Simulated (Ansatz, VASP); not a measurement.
Two plane-wave programs on MgS

INCAR

```
  PREC = Accurate
  ENCUT = 600
  EDIFF = 1E-6
  ISMEAR = 0
  SIGMA = 0.02
  LREAL = F
  LASPH = T
  NELM = 120
  ALGO = Normal
  ISIF = 2
  LWAVE = F
  LCHARG = F
  GGA = PS
  NBANDS = 11
  GGA_COMPAT = F
```

File KPOINTS:

```
regular mesh
0
Gamma
  8 8 8
```

The input POSCAR:

```
MgS
1.0
    0.0000000000      2.5909736081      2.5909736081
    2.5909736081      0.0000000000      2.5909736081
    2.5909736081      2.5909736081      0.0000000000
Mg S
1 1
Direct
    0.0000000000      0.0000000000      0.0000000000
    0.5000000000      0.5000000000      0.5000000000
```

Input for Ansatz:

```yaml
crystal:
  lattice:
    - [0.0, 2.5909736081, 2.5909736081]
    - [2.5909736081, 0.0, 2.5909736081]
    - [2.5909736081, 2.5909736081, 0.0]
  atoms:
    - { symbol: Mg, position: [0.0, 0.0, 0.0] }
    - { symbol: S, position: [0.5, 0.5, 0.5] }
basis:
  ecutwfc: 420
kpoints:
  mp_grid: { grid: [8, 8, 8] }
hamiltonian:
  xc: pbesol
scf:
  occupations: { method: gaussian, width: 0.02 }
  convergence: { dr2_threshold: 1.0e-06 }
output:
  forces: true
  eigenvalues: true
  stress: true
```

Alike in both runs: task single point; functional PBEsol; k mesh 8 × 8 × 8; occupations gaussian, width 0.02 eV; no spin polarisation.

```csv
,VASP,Ansatz
version,VASP 6.6.1,Ansatz 0.2.0
potentials or method,"VASP PAW PBE potentials, release 64 (Mg, S), cutoff 600 eV","scalar-relativistic, plane waves, PAW"
valence electrons in the cell,8,16
```

```tsv
	VASP	Ansatz	Ansatz less VASP
gap on the k mesh at the Fermi level (eV)	2.73	2.73	-0.003
pressure (GPa)	-0.2	0.0	+0.19
```

VASP's potentials were made for PBE, not for PBEsol. VASP's potentials hold 8 valence electrons a cell and Ansatz's 16, so a difference there can come from the potentials and not from the codes. Ansatz's warnings: force scf threshold loose, stress scf threshold loose.
